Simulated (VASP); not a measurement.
# TaN (Fm-3m) in VASP: single point with PBE

Aim: the single point of TaN with PBE.

Everything below comes from runs of VASP 6.6.1. Logs are shortened: lines on timing, memory, paths and dates and some standing lists are left out, and cuts for length are marked.

## 1. The cell of the first run

It takes space group Fm-3m (No. 225, cubic). The conventional cell has a = 4.416 Å, b = 4.416 Å, c = 4.416 Å, α = 90.00°, β = 90.00°, γ = 90.00°. Within 2.9 Å of Ta (site symmetry m-3m) lie 6 N at 2.21 Å. Within 2.9 Å of N (site symmetry m-3m) lie 6 Ta at 2.21 Å.

## 2. Single point, PBE

The input, INCAR:

```
SYSTEM = TaN
  PREC = Accurate
  ENCUT = 700
  EDIFF = 1E-6
  ISMEAR = 0
  SIGMA = 0.1
  LREAL = .FALSE.
  LASPH = .TRUE.
  NELM = 120
  ALGO = Normal
  ISIF = 2
  LWAVE = .FALSE.
  LCHARG = .FALSE.
  GGA = PE
  NBANDS = 16
  GGA_COMPAT = .FALSE.
```

The input, KPOINTS:

```
Automatic mesh
0
G
  16 16 16
  0 0 0
```

The input, POSCAR:

```
TaN
1.0
    0.0000000000      2.2081122570      2.2081122570
    2.2081122570      0.0000000000      2.2081122570
    2.2081122570      2.2081122570      0.0000000000
Ta N
1 1
Direct
    0.5000000000      0.5000000000      0.5000000000
    0.0000000000      0.0000000000      0.0000000000
```

Potentials or basis: VASP PAW PBE potentials, release 64 (Ta_sv_GW, N).

Command:

```bash
$ cat potpaw_PBE.64/Ta_sv_GW/POTCAR potpaw_PBE.64/N/POTCAR > POTCAR
$ mpirun -np 1 vasp_std > vasp.out
```

OUTCAR:

```text
SYSTEM = TaN
   PREC = Accurate
   ENCUT = 700
   EDIFF = 1E-6
   ISMEAR = 0
   LREAL = .FALSE.
   LASPH = .TRUE.
   NELM = 120
   ISIF = 2
   GGA = PE

 ion  position               nearest neighbor table
   1  0.500  0.500  0.500-   2 2.21   2 2.21   2 2.21   2 2.21   2 2.21   2 2.21
   2  0.000  0.000  0.000-   1 2.21   1 2.21   1 2.21   1 2.21   1 2.21   1 2.21

  LATTYP: Found a face centered cubic cell.
 ALAT       =     4.4162245140

  Lattice vectors:

 A1 = (   0.0000000000,   2.2081122570,   2.2081122570)
 A2 = (   2.2081122570,   0.0000000000,   2.2081122570)
 A3 = (   2.2081122570,   2.2081122570,   0.0000000000)

Analysis of symmetry for initial positions (statically):
=====================================================================
 Subroutine PRICEL returns:
 Original cell was already a primitive cell.

 Routine SETGRP: Setting up the symmetry group for a
 face centered cubic supercell.

 Subroutine GETGRP returns: Found 48 space group operations
 (whereof 48 operations were pure point group operations)
 out of a pool of 48 trial point group operations.

The static configuration has the point symmetry O_h .

Analysis of symmetry for dynamics (positions and initial velocities):
=====================================================================
 Subroutine PRICEL returns:
 Original cell was already a primitive cell.

 Routine SETGRP: Setting up the symmetry group for a
 face centered cubic supercell.

 Subroutine GETGRP returns: Found 48 space group operations
 (whereof 48 operations were pure point group operations)
 out of a pool of 48 trial point group operations.

The dynamic configuration has the point symmetry O_h .

 Subroutine INISYM returns: Found 48 space group operations
 (whereof 48 operations are pure point group operations),
 and found     1 'primitive' translations

----------------------------------------------------------------------------------------

                                     Primitive cell

  volume of cell :      21.5324

  direct lattice vectors                    reciprocal lattice vectors
     0.000000000  2.208112257  2.208112257    -0.226437763  0.226437763  0.226437763
     2.208112257  0.000000000  2.208112257     0.226437763 -0.226437763  0.226437763
     2.208112257  2.208112257  0.000000000     0.226437763  0.226437763 -0.226437763

  length of vectors
     3.122742301  3.122742301  3.122742301     0.392201710  0.392201710  0.392201710

  position of ions in fractional coordinates (direct lattice)
     0.500000000  0.500000000  0.500000000
     0.000000000  0.000000000  0.000000000

  ion indices of the primitive-cell ions
   primitive index   ion index
                 1           1
                 2           2

----------------------------------------------------------------------------------------

 KPOINTS: Automatic mesh

Automatic generation of k-mesh.
 Grid dimensions read from file:
 generate k-points for:   16   16   16

 Generating k-lattice:

  Cartesian coordinates                     Fractional coordinates (reciprocal lattice)
    -0.014152360  0.014152360  0.014152360     0.062500000  0.000000000  0.000000000
     0.014152360 -0.014152360  0.014152360     0.000000000  0.062500000  0.000000000
     0.014152360  0.014152360 -0.014152360     0.000000000  0.000000000  0.062500000

  Length of vectors
     0.024512607  0.024512607  0.024512607

  Shift w.r.t. Gamma in fractional coordinates (k-lattice)
     0.000000000  0.000000000  0.000000000

 Subroutine IBZKPT returns following result:
 ===========================================

 Found    145 irreducible k-points:

 Following reciprocal coordinates:
            Coordinates               Weight
  0.000000  0.000000  0.000000      1.000000
  0.062500  0.000000  0.000000      8.000000
  0.125000  0.000000  0.000000      8.000000
  0.187500  0.000000  0.000000      8.000000
  0.250000  0.000000  0.000000      8.000000
  0.312500  0.000000  0.000000      8.000000
[... 16 lines left out ...]
 -0.125000  0.062500  0.000000     24.000000
 -0.062500  0.062500  0.000000     12.000000
 [... further k-points ...]
   k-points           NKPTS =    145   k-points in BZ     NKDIM =    145   number of bands    NBANDS=     16
   number of dos      NEDOS =    301   number of ions     NIONS =      2
   total plane-waves  NPLWV =  21952
   dimension x,y,z NGX =    28 NGY =   28 NGZ =   28
   dimension x,y,z NGXF=    56 NGYF=   56 NGZF=   56
   ions per type =               1   1
   NGX,Y,Z   is equivalent  to a cutoff of  14.91, 14.91, 14.91 a.u.
   NGXF,Y,Z  is equivalent  to a cutoff of  29.81, 29.81, 29.81 a.u.
 SYSTEM =  TaN
   PREC   = accura    normal or accurate (medium, high low for compatibility)
   ISTART =      0    job   : 0-new  1-cont  2-samecut
   ICHARG =      2    charge: 1-file 2-atom 10-const
   ISPIN  =      1    spin polarized calculation?
   LNONCOLLINEAR =      F non collinear calculations
   LSORBIT =      F    spin-orbit coupling
   LASPH  =      T    aspherical Exc in radial PAW
   ENCUT  =  700.0 eV  51.45 Ry    7.17 a.u.   6.74  6.74  6.74*2*pi/ulx,y,z
   NELM   =    120;   NELMIN=  2; NELMDL= -5     # of ELM steps
   EDIFF  = 0.1E-05   stopping-criterion for ELM
   LREAL  =      F    real-space projection
   EDIFFG = 0.1E-04   stopping-criterion for IOM
   NSW    =      0    number of steps for IOM
   IBRION =     -1    ionic relax: 0-MD 1-quasi-New 2-CG
   NFREE  =      0    steps in history (QN), initial steepest desc. (CG)
   ISIF   =      2    stress and relaxation
   ISYM   =      2    0-nonsym 1-usesym 2-fastsym
   POTIM  = 0.5000    time-step for ionic-motion
   TEBEG  =    0.0;   TEEND  =   0.0 temperature during run
   PSTRESS=    0.0 pullay stress
   NELECT =      18.0000    total number of electrons
   NUPDOWN=      -1.0000    fix difference up-down
   EMIN   =  10.00;   EMAX   =-10.00  energy-range for DOS
   EFERMI =   0.00;   METHOD = LEGACY
   ISMEAR =     0;   SIGMA  =   0.10  broadening in eV -4-tet -1-fermi 0-gaus
   EFERMI_NEDOS =   21; number of points for ismear=-14 and -15
   IALGO  =     38    algorithm
   IMIX   =      4    mixing-type and parameters
     AMIX     =   0.40;   BMIX     =  1.00
     AMIX_MAG =   1.60;   BMIX_MAG =  1.00
  volume/ion in A,a.u.               =      10.77        72.65
  Fermi-wavevector in a.u.,A,eV,Ry     =   1.542178  2.914294 32.358915  2.378313
  Thomas-Fermi vector in A             =   2.648019
   LORBIT       =      0    0 simple, 1 ext, 2 COOP (PROOUT), +10 PAW based schemes
   GGA     = PE    functional components
   LHFCALC =     F    Hartree Fock is set to
   AEXX    =    0.0000 exact exchange contribution
   IVDW    =     0    specifies the selected vdW correction
   LEPSILON=     F    determine dielectric tensor
   LRPA    =     F    only Hartree local field effects (RPA)
 non-spin polarized calculation
 Gauss-broadening in eV      SIGMA  =   0.10
  energy-cutoff  :      700.00
  volume of cell :       21.53
 maximum number of plane-waves:       934
   NGX = 13   NGY = 13   NGZ = 13

 number of electron      18.0000000 magnetization

 Free energy of the ion-electron system (eV)
  ---------------------------------------------------
  ext. energy  EPLUGINS =         0.00000000
  ---------------------------------------------------
  free energy    TOTEN  =       -24.35997843 eV

  energy without entropy =      -24.35418917  energy(sigma->0) =      -24.35708380

 E-fermi :  13.6121     XC(G=0): -13.7082

 val. band max:       13.6006368652   @ k =  -0.2500   0.3750   0.1250
 cond. band min:      13.6154564012   @ k =  -0.3125   0.3125   0.1250
 fundamental gap:      0.0148195360
 Fermi energy:        13.6120656805

 k-point     1 :       0.0000    0.0000    0.0000
  band No.  band energies     occupation
      1     -55.9762      2.00000
      2     -22.1573      2.00000
      3     -22.1573      2.00000
      4     -22.1573      2.00000
      5      -5.1274      2.00000
      6       9.8271      2.00000
[... 8 lines left out ...]
     15      22.7869      0.00000
     16      37.4695      0.00000

 k-point     2 :       0.0625    0.0000    0.0000
  band No.  band energies     occupation
      1     -55.9743      2.00000
      2     -22.1906      2.00000
      3     -22.1603      2.00000
      4     -22.1603      2.00000
      5      -5.0354      2.00000
      6       9.3229      2.00000
[... 8 lines left out ...]
     15      23.0735      0.00000
     16      35.9568      0.00000

 k-point     3 :       0.1250    0.0000    0.0000
  band No.  band energies     occupation
      1     -55.9686      2.00000
      2     -22.2842      2.00000
      3     -22.1690      2.00000
      4     -22.1690      2.00000
      5      -4.7691      2.00000
      6       8.2966      2.00000
[... 8 lines left out ...]
     15      23.8674      0.00000
     16      33.7345      0.00000

 k-point     4 :       0.1875    0.0000    0.0000
  band No.  band energies     occupation
      1     -55.9601      2.00000
      2     -22.4214      2.00000
      3     -22.1820      2.00000
      4     -22.1820      2.00000
      5      -4.3568      2.00000
      6       7.1487      2.00000
[... 8 lines left out ...]
     15      24.9409      0.00000
     16      31.7389      0.00000
[... 324 lines left out ...]
 k-point    22 :      -0.1875    0.0625    0.0000
  band No.  band energies     occupation
      1     -55.9554      2.00000
      2     -22.4785      2.00000
      3     -22.2184      2.00000
      4     -22.1765      2.00000
      5      -4.1409      2.00000
      6       6.6045      2.00000
[... 8 lines left out ...]
     15      25.4576      0.00000
     16      30.2384      0.00000

 k-point    23 :      -0.1250    0.0625    0.0000
  band No.  band energies     occupation
      1     -55.9644      2.00000
      2     -22.3386      2.00000
      3     -22.1988      2.00000
      4     -22.1651      2.00000
      5      -4.5779      2.00000
      6       7.6532      2.00000
[... 8 lines left out ...]
     15      24.4260      0.00000
     16      32.2193      0.00000

 k-point    24 :      -0.0625    0.0625    0.0000
  band No.  band energies     occupation
      1     -55.9711      2.00000
      2     -22.2366      2.00000
      3     -22.1784      2.00000
      4     -22.1594      2.00000
      5      -4.8871      2.00000
      6       8.6342      2.00000
[... 8 lines left out ...]
     15      23.5289      0.00000
     16      34.4294      0.00000

 [... further k-points ...]

------------------------ aborting loop because EDIFF is reached ----------------------------------------

  FORCE on cell =-STRESS in cart. coord.  units (eV):
  Direction    XX          YY          ZZ          XY          YZ          ZX
  --------------------------------------------------------------------------------------
  -------------------------------------------------------------------------------------
  Total        0.0175409      0.0175409      0.0175409      0.0000000     -0.0000000      0.0000000
  in kB        1.3051757      1.3051757      1.3051757      0.0000000     -0.0000000      0.0000000
  external PRESSURE =       1.3051757 kB  Pullay stress =       0.0000000 kB

 VOLUME and BASIS-vectors are now :
 -----------------------------------------------------------------------------
  energy-cutoff  :      700.00
  volume of cell :       21.53
      direct lattice vectors                 reciprocal lattice vectors
     0.000000000  2.208112257  2.208112257    -0.226437763  0.226437763  0.226437763
     2.208112257  0.000000000  2.208112257     0.226437763 -0.226437763  0.226437763
     2.208112257  2.208112257  0.000000000     0.226437763  0.226437763 -0.226437763

 POSITION                                       TOTAL-FORCE (eV/Angst)
 -----------------------------------------------------------------------------------
      2.20811      2.20811      2.20811        -0.000000     -0.000000      0.000000
      0.00000      0.00000      0.00000         0.000000      0.000000     -0.000000
 -----------------------------------------------------------------------------------
    total drift:                                0.000000      0.000000      0.000000

  FREE ENERGIE OF THE ION-ELECTRON SYSTEM (eV)
  ---------------------------------------------------
  free  energy   TOTEN  =       -24.3599784337 eV

  energy  without entropy=      -24.3541891688  energy(sigma->0) =      -24.35708380
```

Run time: 36 s. Hardware: 1 thread of Intel Xeon 6975P-C (Granite Rapids), shared host; peak memory 0.22 GiB.

Results:

```yaml
Free_energy: -24.3600 eV
Pressure: 0.1 GPa
Band_gap_on_the_k_mesh: zero (bands 9 and 10 overlap by 3.94 eV)
```

Caveat: spin-orbit coupling is left out, which moves the levels of the heavy elements.
